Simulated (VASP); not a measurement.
The system is Al3BAs2.

```
Al B As
1.0
     4.64913    0.00000    0.00000
     0.00000    4.64913    0.00000
     0.00000    0.00000    5.47706
Al B As
3 1 2
Direct
  0.00000 0.00000 0.74874
  0.50000 0.00000 0.92972
  0.00000 0.50000 0.92972
  0.50000 0.50000 0.81221
  0.00000 0.00000 0.42187
  0.50000 0.50000 0.20720
```

The cell was built from a structure type or drawn by symmetry, and may not be a known phase.

```yaml
Program: VASP 6.6.1
Task: relaxation of cell and atoms
Functional: PBE
Potentials_or_basis: VASP PAW PBE potentials, release 64 (Al, B, As_d)
Cutoff: 600 eV
k_mesh: 4 × 4 × 4
Occupations: gaussian, width 0.1 eV
Spin: no spin polarisation
```

At the start: pressure 13.5 GPa; volume 19.73 Å³/atom.

Problem. How do energy, volume and symmetry change on relaxing?

Solution. Over 24 steps the energy falls by 941.9 meV/atom and the volume is 18.78 Å³/atom (-4.8 %); space group P4mm (No. 99, to 0.1 Å) before and after.

The path:
```
step  energy change (eV)  largest force (eV/Å)  pressure (GPa)  volume (Å³)
   1              0.0000               18.6022           13.51       118.38
   2             -2.5646                1.4527            0.15       146.69
   3             -2.6142                1.3766           -0.14       145.57
   4             -2.6528                1.3391           -0.37       144.59
   5             -3.2263                2.2757           -2.25       131.53
   6             -3.5773                1.9770           -1.10       124.97
   7             -3.5564                2.1809           -0.16       123.27
   8             -3.5810                1.8323           -0.89       124.54
   9             -3.9564                1.7683           -1.16       123.16
  10             -4.9061                1.2620           -1.53       119.11
  11             -5.5193                1.3124            2.52       111.25
  12             -5.5426                1.0402            0.55       113.11
  13             -5.5544                1.1023            1.13       112.48
  14             -5.5430                0.6606           -2.63       116.39
  15             -5.6093                0.2558           -0.83       114.25
  16             -5.6336                0.1871            0.33       111.85
  17             -5.6346                0.2339            0.68       111.22
  18             -5.6457                0.1819           -0.10       112.16
  19             -5.6464                0.1753            0.01       111.98
  20             -5.6495                0.0466            0.17       112.17
  21             -5.6498                0.0907            0.24       112.25
  22             -5.6507                0.0540           -0.27       113.17
  23             -5.6509                0.0458           -0.14       112.87
  24             -5.6513                0.0366           -0.01       112.67
```

Final structure:
```
Al B As
1.0
     4.52924    0.00000    0.00000
     0.00000    4.52924    0.00000
     0.00000    0.00000    5.49253
Al B As
3 1 2
Direct
  0.00000 0.00000 0.68661
  0.50000 0.00000 0.97159
  0.00000 0.50000 0.97159
  0.50000 0.50000 0.90370
  0.00000 0.00000 0.22960
  0.50000 0.50000 0.28639
```
